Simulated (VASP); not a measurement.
Set up this calculation in VASP 6.6.1, as the native input.

```
Task                   : single point
Functional             : PBE
Potentials or basis    : VASP PAW PBE potentials, release 64 (Zn, S)
Cutoff                 : 520 eV
k mesh                 : 9 × 9 × 4
Occupations            : gaussian, width 0.05 eV
Spin                   : no spin polarisation
Dipole correction      : no
Further INCAR settings : ALGO = Normal; EDIFF = 1e-07; NBANDS = 46
```

The structure of ZnS lies in POSCAR:

```
ZnS
1.0
    3.9750935153      0.0000000000      0.0000000000
   -1.9875467576      3.4425319667      0.0000000000
    0.0000000000      0.0000000000     10.8456451471
Zn S
4 4
Direct
    0.0000000000      0.0000000000      0.0000492057
    0.0000000000      0.0000000000      0.5000492057
    0.3333333333      0.6666666667      0.2500242903
    0.6666666667      0.3333333333      0.7500242903
    0.0000000000      0.0000000000      0.1872905901
    0.0000000000      0.0000000000      0.6872905901
    0.3333333333      0.6666666667      0.4376359138
    0.6666666667      0.3333333333      0.9376359138
```

One way to write it, as run:

INCAR

```
SYSTEM = ZnS
ALGO = Normal
EDIFF = 1E-7
ENCUT = 520
GGA = PE
ISIF = 2
ISMEAR = 0
LASPH = .TRUE.
LCHARG = .FALSE.
LREAL = .FALSE.
LWAVE = .FALSE.
NBANDS = 46
NELM = 80
PREC = Accurate
SIGMA = 0.05
```

KPOINTS

```
k-points
0
G
  9 9 4
  0 0 0
```

Potentials or basis: VASP PAW PBE potentials, release 64 (Zn, S).

Launch:

```console
$ cat potpaw_PBE.64/Zn/POTCAR potpaw_PBE.64/S/POTCAR > POTCAR
$ mpirun -np 1 vasp_std > vasp.out
```

Results of the run:

```yaml
Pressure: 12.8 GPa
Largest_force: 3.113 eV/Å
Band_gap_on_the_k_mesh: 2.02 eV
```

Caveat: the stress differs along the axes, from -1 to 40 GPa; forces of over 1 eV/Å act on the atoms, so gaps and moduli don't describe the material at rest.

Wall time 4.3 min on 1 thread of Intel(R) Xeon(R) Platinum 8488C (Sapphire Rapids), with other jobs on the host, peak memory 0.37 GiB.
